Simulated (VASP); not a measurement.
# PbS (Fm-3m) in VASP: notebook, part 2 of 2

VASP 6.6.1. Earlier steps stand in the parts before.

## Step 5: Single point, revPBE+D3(BJ)

This run uses another cell than the first one, of 24.52 Å³/atom.

INCAR

```
  PREC = Accurate
  ENCUT = 520
  EDIFF = 1E-6
  ISMEAR = -1
  SIGMA = 0.05
  LREAL = F
  LASPH = T
  NELM = 60
  ALGO = Normal
  ISIF = 2
  LWAVE = F
  LCHARG = T
  GGA = RE
  IVDW = 12
  LELF = T
  LVHAR = T
  NBANDS = 17
```

KPOINTS

```
regular mesh
0
Gamma
  8 8 8
```

POSCAR

```
PbS
1.0
    0.0000000000      2.9052075019      2.9052075019
    2.9052075019      0.0000000000      2.9052075019
    2.9052075019      2.9052075019      0.0000000000
Pb S
1 1
Direct
    0.0000000000      0.0000000000      0.0000000000
    0.5000000000      0.5000000000      0.5000000000
```

Potentials or basis: VASP PAW PBE potentials, release 64 (Pb_d, S).

The run is started by

```bash
$ cat potpaw_PBE.64/Pb_d/POTCAR potpaw_PBE.64/S/POTCAR > POTCAR
$ mpirun -np 1 vasp_std > vasp.out
```

OUTCAR:

```text
PREC = Accurate
   ENCUT = 520
   EDIFF = 1E-6
   ISMEAR = -1
   LREAL = F
   LASPH = T
   NELM = 60
   ISIF = 2
   GGA = RE
   IVDW = 12
 IVDW          = 12

 ion  position               nearest neighbor table
   1  0.000  0.000  0.000-   2 2.91   2 2.91   2 2.91   2 2.91   2 2.91   2 2.91
   2  0.500  0.500  0.500-   1 2.91   1 2.91   1 2.91   1 2.91   1 2.91   1 2.91

  LATTYP: Found a face centered cubic cell.
 ALAT       =     5.8104150038

  Lattice vectors:

 A1 = (   0.0000000000,   2.9052075019,   2.9052075019)
 A2 = (   2.9052075019,   0.0000000000,   2.9052075019)
 A3 = (   2.9052075019,   2.9052075019,   0.0000000000)

Analysis of symmetry for initial positions (statically):
=====================================================================
 Subroutine PRICEL returns:
 Original cell was already a primitive cell.

 Routine SETGRP: Setting up the symmetry group for a
 face centered cubic supercell.

 Subroutine GETGRP returns: Found 48 space group operations
 (whereof 48 operations were pure point group operations)
 out of a pool of 48 trial point group operations.

The static configuration has the point symmetry O_h .

Analysis of symmetry for dynamics (positions and initial velocities):
=====================================================================
 Subroutine PRICEL returns:
 Original cell was already a primitive cell.

 Routine SETGRP: Setting up the symmetry group for a
 face centered cubic supercell.

 Subroutine GETGRP returns: Found 48 space group operations
 (whereof 48 operations were pure point group operations)
 out of a pool of 48 trial point group operations.

The dynamic configuration has the point symmetry O_h .

 Subroutine INISYM returns: Found 48 space group operations
 (whereof 48 operations are pure point group operations),
 and found     1 'primitive' translations

----------------------------------------------------------------------------------------

                                     Primitive cell

  volume of cell :      49.0412

  direct lattice vectors                    reciprocal lattice vectors
     0.000000000  2.905207502  2.905207502    -0.172104746  0.172104746  0.172104746
     2.905207502  0.000000000  2.905207502     0.172104746 -0.172104746  0.172104746
     2.905207502  2.905207502  0.000000000     0.172104746  0.172104746 -0.172104746

  length of vectors
     4.108583851  4.108583851  4.108583851     0.298094165  0.298094165  0.298094165

  position of ions in fractional coordinates (direct lattice)
     0.000000000  0.000000000  0.000000000
     0.500000000  0.500000000  0.500000000

  ion indices of the primitive-cell ions
   primitive index   ion index
                 1           1
                 2           2

----------------------------------------------------------------------------------------

 KPOINTS: regular mesh

Automatic generation of k-mesh.
 Grid dimensions read from file:
 generate k-points for:    8    8    8

 Generating k-lattice:

  Cartesian coordinates                     Fractional coordinates (reciprocal lattice)
    -0.021513093  0.021513093  0.021513093     0.125000000  0.000000000  0.000000000
     0.021513093 -0.021513093  0.021513093     0.000000000  0.125000000  0.000000000
     0.021513093  0.021513093 -0.021513093     0.000000000  0.000000000  0.125000000

  Length of vectors
     0.037261771  0.037261771  0.037261771

  Shift w.r.t. Gamma in fractional coordinates (k-lattice)
     0.000000000  0.000000000  0.000000000

 Subroutine IBZKPT returns following result:
 ===========================================

 Found     29 irreducible k-points:

 Following reciprocal coordinates:
            Coordinates               Weight
  0.000000  0.000000  0.000000      1.000000
  0.125000  0.000000  0.000000      8.000000
  0.250000  0.000000  0.000000      8.000000
  0.375000  0.000000  0.000000      8.000000
  0.500000  0.000000  0.000000      4.000000
  0.125000  0.125000  0.000000      6.000000
[... 16 lines left out ...]
  0.500000  0.250000  0.125000     48.000000
 -0.375000  0.250000  0.125000     24.000000
 [... further k-points ...]
   k-points           NKPTS =     29   k-points in BZ     NKDIM =     29   number of bands    NBANDS=     17
   number of dos      NEDOS =    301   number of ions     NIONS =      2
   total plane-waves  NPLWV =  32768
   dimension x,y,z NGX =    32 NGY =   32 NGZ =   32
   dimension x,y,z NGXF=    64 NGYF=   64 NGZF=   64
   ions per type =               1   1
   NGX,Y,Z   is equivalent  to a cutoff of  12.95, 12.95, 12.95 a.u.
   NGXF,Y,Z  is equivalent  to a cutoff of  25.90, 25.90, 25.90 a.u.
 SYSTEM =  unknown system
   PREC   = accura    normal or accurate (medium, high low for compatibility)
   ISTART =      0    job   : 0-new  1-cont  2-samecut
   ICHARG =      2    charge: 1-file 2-atom 10-const
   ISPIN  =      1    spin polarized calculation?
   LNONCOLLINEAR =      F non collinear calculations
   LSORBIT =      F    spin-orbit coupling
   LASPH  =      T    aspherical Exc in radial PAW
   ENCUT  =  520.0 eV  38.22 Ry    6.18 a.u.   7.64  7.64  7.64*2*pi/ulx,y,z
   NELM   =     60;   NELMIN=  2; NELMDL= -5     # of ELM steps
   EDIFF  = 0.1E-05   stopping-criterion for ELM
   LREAL  =      F    real-space projection
   EDIFFG = 0.1E-04   stopping-criterion for IOM
   NSW    =      0    number of steps for IOM
   IBRION =     -1    ionic relax: 0-MD 1-quasi-New 2-CG
   NFREE  =      0    steps in history (QN), initial steepest desc. (CG)
   ISIF   =      2    stress and relaxation
   ISYM   =      2    0-nonsym 1-usesym 2-fastsym
   POTIM  = 0.5000    time-step for ionic-motion
   TEBEG  =    0.0;   TEEND  =   0.0 temperature during run
   PSTRESS=    0.0 pullay stress
   NELECT =      20.0000    total number of electrons
   NUPDOWN=      -1.0000    fix difference up-down
   EMIN   =  10.00;   EMAX   =-10.00  energy-range for DOS
   EFERMI =   0.00;   METHOD = LEGACY
   ISMEAR =    -1;   SIGMA  =   0.05  broadening in eV -4-tet -1-fermi 0-gaus
   EFERMI_NEDOS =   21; number of points for ismear=-14 and -15
   IALGO  =     38    algorithm
   IMIX   =      4    mixing-type and parameters
     AMIX     =   0.40;   BMIX     =  1.00
     AMIX_MAG =   1.60;   BMIX_MAG =  1.00
  volume/ion in A,a.u.               =      24.52       165.47
  Fermi-wavevector in a.u.,A,eV,Ry     =   1.214034  2.294192 20.053350  1.473880
  Thomas-Fermi vector in A             =   2.349467
   LORBIT       =      0    0 simple, 1 ext, 2 COOP (PROOUT), +10 PAW based schemes
   GGA     = RE    functional components
   LHFCALC =     F    Hartree Fock is set to
   AEXX    =    0.0000 exact exchange contribution
   IVDW    =    12    specifies the selected vdW correction
   LEPSILON=     F    determine dielectric tensor
   LRPA    =     F    only Hartree local field effects (RPA)
 non-spin polarized calculation
  energy-cutoff  :      520.00
  volume of cell :       49.04
 maximum number of plane-waves:      1363
   NGX = 15   NGY = 15   NGZ = 15

 number of electron      20.0000001 magnetization

 Free energy of the ion-electron system (eV)
  ---------------------------------------------------
  ext. energy  EPLUGINS =         0.00000000
  ---------------------------------------------------
  free energy    TOTEN  =        -8.03504821 eV

  energy without entropy =       -8.03440569  energy(sigma->0) =       -8.03472695

 E-fermi :   6.9252     XC(G=0):  -9.8665

 val. band max:        6.8358933143   @ k =   0.5000   0.0000   0.0000
 cond. band min:       7.0145878656   @ k =   0.5000   0.0000   0.0000
 fundamental gap:      0.1786945513
 Fermi energy:         6.9252408318

 k-point     1 :       0.0000    0.0000    0.0000
  band No.  band energies     occupation
      1     -10.2376      2.00000
      2     -10.2376      2.00000
      3     -10.2376      2.00000
      4     -10.2196      2.00000
      5     -10.2196      2.00000
      6      -7.4272      2.00000
[... 9 lines left out ...]
     16      13.3353      0.00000
     17      15.3298      0.00000
[... 441 lines left out ...]
 k-point    24 :      -0.3750    0.2500    0.1250
  band No.  band energies     occupation
      1     -10.3148      2.00000
      2     -10.2423      2.00000
      3     -10.2192      2.00000
      4     -10.2021      2.00000
      5     -10.1751      2.00000
      6      -5.7565      2.00000
[... 9 lines left out ...]
     16      17.6519      0.00000
     17      18.0577      0.00000

 [... further k-points ...]

------------------------ aborting loop because EDIFF is reached ----------------------------------------

 Edisp (eV)   -1.37983

 E8    (eV) :    -0.9728

  FORCE on cell =-STRESS in cart. coord.  units (eV):
  Direction    XX          YY          ZZ          XY          YZ          ZX
  --------------------------------------------------------------------------------------
  -------------------------------------------------------------------------------------
  Total       1.03051     1.03051     1.03051    -0.00000     0.00000    -0.00000
  in kB      33.66676    33.66676    33.66676    -0.00000     0.00000    -0.00000
  external pressure =       33.67 kB  Pullay stress =        0.00 kB

 VOLUME and BASIS-vectors are now :
 -----------------------------------------------------------------------------
  energy-cutoff  :      520.00
  volume of cell :       49.04
      direct lattice vectors                 reciprocal lattice vectors
     0.000000000  2.905207502  2.905207502    -0.172104746  0.172104746  0.172104746
     2.905207502  0.000000000  2.905207502     0.172104746 -0.172104746  0.172104746
     2.905207502  2.905207502  0.000000000     0.172104746  0.172104746 -0.172104746

 POSITION                                       TOTAL-FORCE (eV/Angst)
 -----------------------------------------------------------------------------------
      0.00000      0.00000      0.00000        -0.000000      0.000000     -0.000000
      2.90521      2.90521      2.90521         0.000000     -0.000000      0.000000
 -----------------------------------------------------------------------------------
    total drift:                                0.000000     -0.000000     -0.000000

  FREE ENERGIE OF THE ION-ELECTRON SYSTEM (eV)
  ---------------------------------------------------
  free  energy   TOTEN  =        -9.4148813529 eV

  energy  without entropy=       -9.4142388280  energy(sigma->0) =       -9.41456009
```

stdout:

```text
POSCAR found type information on POSCAR PbS
 POSCAR found :  2 types and       2 ions
 scaLAPACK will be used
 -----------------------------------------------------------------------------
|                                                                             |
|                                                                             |
|     You enforced a specific xc type in the INCAR file but a different       |
|     I HOPE YOU KNOW WHAT YOU ARE DOING!                                     |
|                                                                             |
 -----------------------------------------------------------------------------

 LDA part: xc-table for (Slater+PW92), standard interpolation
 POSCAR, INCAR and KPOINTS ok, starting setup
 FFT: planning ... GRIDC
 FFT: planning ... GRID_SOFT
 FFT: planning ... GRID
 WAVECAR not read
 entering main loop
```

Run time: 17 s. Hardware: 1 thread of Intel Xeon 6455B, shared host; peak memory 0.19 GiB.

Results:

- Free energy: -9.4149 eV
- Pressure: 3.4 GPa
- Band gap on the k mesh: 0.18 eV
- Dispersion energy per atom: -0.690 eV

Caveat: the cell stands under pressure; the PAW data sets were made with another functional, which shifts forces and pressure a little; spin-orbit coupling is left out, which moves the levels of the heavy elements.

## Step 6: Single point, BLYP+D4

This run uses another cell than the first one, of 24.52 Å³/atom.

INCAR

```
PREC = Accurate
ENCUT = 520
EDIFF = 1E-7
ISMEAR = -1
SIGMA = 0.05
LREAL = F
LASPH = T
NELM = 60
ALGO = Normal
ISIF = 2
LWAVE = F
LCHARG = F
GGA = B5
ALDAX = 1.0
AGGAX = 1.0
AGGAC = 1.0
ALDAC = 0.0
IVDW = 13
VDW_S6 = 1.0
VDW_S8 = 2.34076671
VDW_A1 = 0.44488865
VDW_A2 = 4.0933009
NBANDS = 17
```

KPOINTS

```
Automatic mesh
0
Gamma
  8 8 8
```

POSCAR is that of step 5.

Potentials or basis: VASP PAW PBE potentials, release 64 (Pb_d, S).

The run is started by

```bash
$ cat potpaw_PBE.64/Pb_d/POTCAR potpaw_PBE.64/S/POTCAR > POTCAR
$ mpirun -np 1 vasp_std > vasp.out
```

Run time: 27 s. Hardware: 1 thread of Intel Xeon 6455B, shared host; peak memory 0.18 GiB.

Results (log left out):

```
Free energy                : -8.9969 eV
Pressure                   : 6.3 GPa
Band gap on the k mesh     : 0.25 eV
Dispersion energy per atom : -0.749 eV
```

Levels at points of the mesh, in eV from the valence-band top:
```csv
k point,band 8,band 9,band 10,band 11,band 12,band 13
"(0.00, 0.00, 0.00)",-2.54,-2.54,-2.54,5.24,5.24,5.24
"(0.50, 0.00, 0.00)",-2.07,-2.07,0.00,0.25,1.76,1.76
"(0.50, 0.50, 0.00)",-5.71,-3.88,-3.88,3.83,5.73,5.79
```

Caveat: the cell stands under pressure; the PAW data sets were made with another functional, which shifts forces and pressure a little; spin-orbit coupling is left out, which moves the levels of the heavy elements. A k mesh can miss the band edges.

## Step 7: The runs side by side

| task | level | cell | cutoff (eV) | smearing | gap on the mesh (eV) | pressure (GPa) |
| --- | --- | --- | --- | --- | --- | --- |
| single point | r2SCAN+rVV10 | a = 4.201 Å, angles 60.0°, 2 atoms | 520 | gaussian 0.05 eV | 0.60 | 0.1 |
| relaxation of cell and atoms | r2SCAN+rVV10 | relaxed from a = 4.194 Å, angles 60.0°, 2 atoms | 600 | gaussian 0.05 eV | 0.61 | 0.0 |
| single point | RPBE | a = 4.109 Å, angles 60.0°, 2 atoms | 520 | fermi-dirac 0.05 eV | 0.20 | 8.6 |
| single point | revPBE+D3(BJ) | a = 4.109 Å, angles 60.0°, 2 atoms | 520 | fermi-dirac 0.05 eV | 0.18 | 3.4 |
| single point | BLYP+D4 | a = 4.109 Å, angles 60.0°, 2 atoms | 520 | fermi-dirac 0.05 eV | 0.25 | 6.3 |

Alike in all rows: potentials or basis VASP PAW PBE potentials, release 64 (Pb_d, S); no spin polarisation; k mesh 8 × 8 × 8.

Caveats: the PAW data sets were made with another functional, which shifts forces and pressure a little; spin-orbit coupling is left out, which moves the levels of the heavy elements; the cell stands under pressure (at least some runs).

Absolute energies hang on the potentials; compare differences alone.
